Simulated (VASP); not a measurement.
# ScAl3 (Pm-3m) in VASP: further runs, part 2 of 2

VASP 6.6.1.

**3. Single point, PBEsol**

Contents of INCAR:

```
SYSTEM = ScAl3
PREC = Accurate ; ENCUT = 520
EDIFF = 1E-6 ; ISMEAR = 1
SIGMA = 0.1 ; LREAL = .False.
LASPH = .True. ; NELM = 60
ALGO = Normal ; ISIF = 2
LWAVE = .False. ; LCHARG = .False.
GGA = PS ; NBANDS = 18
```

Contents of KPOINTS:

```
regular mesh
0
Gamma
  6 6 6
  0 0 0
```

Contents of POSCAR:

```
ScAl3
1.0
    4.0878070000      0.0000000000      0.0000000000
    0.0000000000      4.0878070000      0.0000000000
    0.0000000000      0.0000000000      4.0878070000
Sc Al
1 3
Direct
    0.0000000000      0.0000000000      0.0000000000
    0.5000000000      0.0000000000      0.5000000000
    0.0000000000      0.5000000000      0.5000000000
    0.5000000000      0.5000000000      0.0000000000
```

Potentials or basis: VASP PAW PBE potentials, release 64 (Sc_sv, Al).

Started as:

```
$ cat potpaw_PBE.64/Sc_sv/POTCAR potpaw_PBE.64/Al/POTCAR > POTCAR
$ mpirun -np 1 vasp_std > vasp.out
```

OUTCAR:

```text
SYSTEM = ScAl3
   PREC = Accurate
   ENCUT = 520
   EDIFF = 1E-6
   ISMEAR = 1
   LREAL = .False.
   LASPH = .True.
   NELM = 60
   ISIF = 2
   GGA = PS

 ion  position               nearest neighbor table
   1  0.000  0.000  0.000-   2 2.89   3 2.89   4 2.89   2 2.89   3 2.89   3 2.89   4 2.89   3 2.89
                             2 2.89   4 2.89   2 2.89   4 2.89
   2  0.500  0.000  0.500-   1 2.89   3 2.89   4 2.89   1 2.89   4 2.89   3 2.89   4 2.89   4 2.89
                             1 2.89   3 2.89   1 2.89   3 2.89
   3  0.000  0.500  0.500-   1 2.89   2 2.89   4 2.89   1 2.89   4 2.89   1 2.89   2 2.89   1 2.89
                             2 2.89   4 2.89   4 2.89   2 2.89
   4  0.500  0.500  0.000-   1 2.89   2 2.89   3 2.89   2 2.89   3 2.89   1 2.89   2 2.89   2 2.89
                             1 2.89   3 2.89   3 2.89   1 2.89

  LATTYP: Found a simple cubic cell.
 ALAT       =     4.0878070000

  Lattice vectors:

 A1 = (   4.0878070000,   0.0000000000,   0.0000000000)
 A2 = (   0.0000000000,   4.0878070000,   0.0000000000)
 A3 = (   0.0000000000,   0.0000000000,   4.0878070000)

Analysis of symmetry for initial positions (statically):
=====================================================================
 Subroutine PRICEL returns:
 Original cell was already a primitive cell.

 Routine SETGRP: Setting up the symmetry group for a
 simple cubic supercell.

 Subroutine GETGRP returns: Found 48 space group operations
 (whereof 48 operations were pure point group operations)
 out of a pool of 48 trial point group operations.

The static configuration has the point symmetry O_h .

Analysis of symmetry for dynamics (positions and initial velocities):
=====================================================================
 Subroutine PRICEL returns:
 Original cell was already a primitive cell.

 Routine SETGRP: Setting up the symmetry group for a
 simple cubic supercell.

 Subroutine GETGRP returns: Found 48 space group operations
 (whereof 48 operations were pure point group operations)
 out of a pool of 48 trial point group operations.

The dynamic configuration has the point symmetry O_h .

 Subroutine INISYM returns: Found 48 space group operations
 (whereof 48 operations are pure point group operations),
 and found     1 'primitive' translations

----------------------------------------------------------------------------------------

                                     Primitive cell

  volume of cell :      68.3079

  direct lattice vectors                    reciprocal lattice vectors
     4.087807000  0.000000000  0.000000000     0.244629945  0.000000000  0.000000000
     0.000000000  4.087807000  0.000000000     0.000000000  0.244629945  0.000000000
     0.000000000  0.000000000  4.087807000     0.000000000  0.000000000  0.244629945

  length of vectors
     4.087807000  4.087807000  4.087807000     0.244629945  0.244629945  0.244629945

  position of ions in fractional coordinates (direct lattice)
     0.000000000  0.000000000  0.000000000
     0.500000000  0.000000000  0.500000000
     0.000000000  0.500000000  0.500000000
     0.500000000  0.500000000  0.000000000

  ion indices of the primitive-cell ions
   primitive index   ion index
                 1           1
                 2           2
                 3           3
[... 27 lines left out ...]

 Following reciprocal coordinates:
            Coordinates               Weight
  0.000000  0.000000  0.000000      1.000000
  0.166667  0.000000  0.000000      6.000000
  0.333333  0.000000  0.000000      6.000000
  0.500000  0.000000  0.000000      3.000000
  0.166667  0.166667  0.000000     12.000000
  0.333333  0.166667  0.000000     24.000000
[... 12 lines left out ...]
  0.500000  0.500000  0.333333      6.000000
  0.500000  0.500000  0.500000      1.000000
   k-points           NKPTS =     20   k-points in BZ     NKDIM =     20   number of bands    NBANDS=     18
   number of dos      NEDOS =    301   number of ions     NIONS =      4
   total plane-waves  NPLWV =  27000
   dimension x,y,z NGX =    30 NGY =   30 NGZ =   30
   dimension x,y,z NGXF=    60 NGYF=   60 NGZF=   60
   ions per type =               1   3
   NGX,Y,Z   is equivalent  to a cutoff of  12.20, 12.20, 12.20 a.u.
   NGXF,Y,Z  is equivalent  to a cutoff of  24.40, 24.40, 24.40 a.u.
 SYSTEM =  ScAl3
   PREC   = accura    normal or accurate (medium, high low for compatibility)
   ISTART =      0    job   : 0-new  1-cont  2-samecut
   ICHARG =      2    charge: 1-file 2-atom 10-const
   ISPIN  =      1    spin polarized calculation?
   LNONCOLLINEAR =      F non collinear calculations
   LSORBIT =      F    spin-orbit coupling
   LASPH  =      T    aspherical Exc in radial PAW
   ENCUT  =  520.0 eV  38.22 Ry    6.18 a.u.   7.60  7.60  7.60*2*pi/ulx,y,z
   NELM   =     60;   NELMIN=  2; NELMDL= -5     # of ELM steps
   EDIFF  = 0.1E-05   stopping-criterion for ELM
   LREAL  =      F    real-space projection
   EDIFFG = 0.1E-04   stopping-criterion for IOM
   NSW    =      0    number of steps for IOM
   IBRION =     -1    ionic relax: 0-MD 1-quasi-New 2-CG
   NFREE  =      0    steps in history (QN), initial steepest desc. (CG)
   ISIF   =      2    stress and relaxation
   ISYM   =      2    0-nonsym 1-usesym 2-fastsym
   POTIM  = 0.5000    time-step for ionic-motion
   TEBEG  =    0.0;   TEEND  =   0.0 temperature during run
   PSTRESS=    0.0 pullay stress
   NELECT =      20.0000    total number of electrons
   NUPDOWN=      -1.0000    fix difference up-down
   EMIN   =  10.00;   EMAX   =-10.00  energy-range for DOS
   EFERMI =   0.00;   METHOD = LEGACY
   ISMEAR =     1;   SIGMA  =   0.10  broadening in eV -4-tet -1-fermi 0-gaus
   EFERMI_NEDOS =   21; number of points for ismear=-14 and -15
   IALGO  =     38    algorithm
   IMIX   =      4    mixing-type and parameters
     AMIX     =   0.40;   BMIX     =  1.00
     AMIX_MAG =   1.60;   BMIX_MAG =  1.00
  volume/ion in A,a.u.               =      17.08       115.24
  Fermi-wavevector in a.u.,A,eV,Ry     =   1.087079  2.054281 16.078560  1.181741
  Thomas-Fermi vector in A             =   2.223230
   LORBIT       =      0    0 simple, 1 ext, 2 COOP (PROOUT), +10 PAW based schemes
   GGA     = PS    functional components
   LHFCALC =     F    Hartree Fock is set to
   AEXX    =    0.0000 exact exchange contribution
   IVDW    =     0    specifies the selected vdW correction
   LEPSILON=     F    determine dielectric tensor
   LRPA    =     F    only Hartree local field effects (RPA)
 non-spin polarized calculation
 Methfessel and Paxton  Order N= 1 SIGMA  =   0.10
  energy-cutoff  :      520.00
  volume of cell :       68.31
 maximum number of plane-waves:      1856
   NGX = 15   NGY = 15   NGZ = 15

 number of electron      19.9999996 magnetization

 Free energy of the ion-electron system (eV)
  ---------------------------------------------------
  ext. energy  EPLUGINS =         0.00000000
  ---------------------------------------------------
  free energy    TOTEN  =       -20.74775757 eV

  energy without entropy =      -20.74654608  energy(sigma->0) =      -20.74735374

 E-fermi :   7.3289     XC(G=0): -10.4986

 val. band max:        7.3172003799   @ k =   0.1667   0.1667   0.0000
 cond. band min:       7.4428412200   @ k =   0.3333   0.1667   0.0000
 fundamental gap:      0.1256408401
 Fermi energy:         7.3288877644

 k-point     1 :       0.0000    0.0000    0.0000
  band No.  band energies     occupation
      1     -41.5415      2.00000
      2     -20.3409      2.00000
      3     -20.3409      2.00000
      4     -20.3409      2.00000
      5      -2.8176      2.00000
      6       4.5717      2.00000
[... 397 lines left out ...]
      5       2.4134      2.00000
      6       2.4134      2.00000
[... 10 lines left out ...]
     17      11.2529      0.00000
     18      18.1135      0.00000

------------------------ aborting loop because EDIFF is reached ----------------------------------------

  FORCE on cell =-STRESS in cart. coord.  units (eV):
  Direction    XX          YY          ZZ          XY          YZ          ZX
  --------------------------------------------------------------------------------------
  -------------------------------------------------------------------------------------
  Total       -0.4790361     -0.4790361     -0.4790361     -0.0000000      0.0000000     -0.0000000
  in kB      -11.2358943    -11.2358943    -11.2358943     -0.0000000      0.0000000     -0.0000000
  external PRESSURE =     -11.2358943 kB  Pullay stress =       0.0000000 kB

 VOLUME and BASIS-vectors are now :
 -----------------------------------------------------------------------------
  energy-cutoff  :      520.00
  volume of cell :       68.31
      direct lattice vectors                 reciprocal lattice vectors
     4.087807000  0.000000000  0.000000000     0.244629945  0.000000000  0.000000000
     0.000000000  4.087807000  0.000000000     0.000000000  0.244629945  0.000000000
     0.000000000  0.000000000  4.087807000     0.000000000  0.000000000  0.244629945

 POSITION                                       TOTAL-FORCE (eV/Angst)
 -----------------------------------------------------------------------------------
      0.00000      0.00000      0.00000         0.000000      0.000000      0.000000
      2.04390      0.00000      2.04390         0.000000      0.000000      0.000000
      0.00000      2.04390      2.04390         0.000000      0.000000      0.000000
      2.04390      2.04390      0.00000         0.000000      0.000000      0.000000
 -----------------------------------------------------------------------------------
    total drift:                                0.000000     -0.000000      0.000000

  FREE ENERGIE OF THE ION-ELECTRON SYSTEM (eV)
  ---------------------------------------------------
  free  energy   TOTEN  =       -20.7477575717 eV

  energy  without entropy=      -20.7465460803  energy(sigma->0) =      -20.74735374
```

OSZICAR:

```text
N       E                     dE             d eps       ncg     rms          rms(c)
DAV:   1     0.104820963964E+03    0.10482E+03   -0.83592E+03   720   0.100E+03
DAV:   2    -0.167819363563E+02   -0.12160E+03   -0.11882E+03   728   0.289E+02
DAV:   3    -0.216685368986E+02   -0.48866E+01   -0.47434E+01  1088   0.554E+01
DAV:   4    -0.217953446678E+02   -0.12681E+00   -0.12595E+00  1064   0.920E+00
DAV:   5    -0.217975597865E+02   -0.22151E-02   -0.22150E-02  1016   0.108E+00    0.926E+00
DAV:   6    -0.208268507714E+02    0.97071E+00   -0.35665E+00  1050   0.202E+01    0.321E+00
DAV:   7    -0.207742868930E+02    0.52564E-01   -0.11054E-01  1088   0.239E+00    0.189E+00
DAV:   8    -0.207484593340E+02    0.25828E-01   -0.39896E-02  1150   0.161E+00    0.300E-01
DAV:   9    -0.207480640484E+02    0.39529E-03   -0.70492E-03  1096   0.939E-01    0.185E-01
DAV:  10    -0.207477662721E+02    0.29778E-03   -0.99074E-04  1184   0.319E-01    0.581E-02
DAV:  11    -0.207477752853E+02   -0.90131E-05   -0.59356E-05  1184   0.536E-02    0.331E-02
DAV:  12    -0.207477573207E+02    0.17965E-04   -0.93403E-05  1060   0.104E-01    0.254E-03
DAV:  13    -0.207477575717E+02   -0.25101E-06   -0.26138E-06   864   0.156E-02
   1 F= -.20747758E+02 E0= -.20747354E+02  d E =-.121149E-02
```

stdout:

```text
POSCAR found type information on POSCAR ScAl
 POSCAR found :  2 types and       4 ions
 scaLAPACK will be used
 -----------------------------------------------------------------------------
|                                                                             |
|                                                                             |
|     You enforced a specific xc type in the INCAR file but a different       |
|     I HOPE YOU KNOW WHAT YOU ARE DOING!                                     |
|                                                                             |
 -----------------------------------------------------------------------------

 LDA part: xc-table for (Slater+PW92), standard interpolation
 POSCAR, INCAR and KPOINTS ok, starting setup
 FFT: planning ... GRIDC
 FFT: planning ... GRID_SOFT
 FFT: planning ... GRID
 WAVECAR not read
 entering main loop
```

Run time: 18 s. Hardware: 1 thread of Intel Xeon Platinum 8559C (Emerald Rapids), shared host; peak memory 0.17 GiB.

Results:

| Property | Result |
| --- | --- |
| Free energy | -20.7478 eV |
| Pressure | -1.1 GPa |
| Band gap on the k mesh | zero (band 10 reaches 8.08 eV, above the bottom of band 11 at 4.25 eV) |

Caveat: the PAW data sets were made with another functional, which shifts forces and pressure a little.
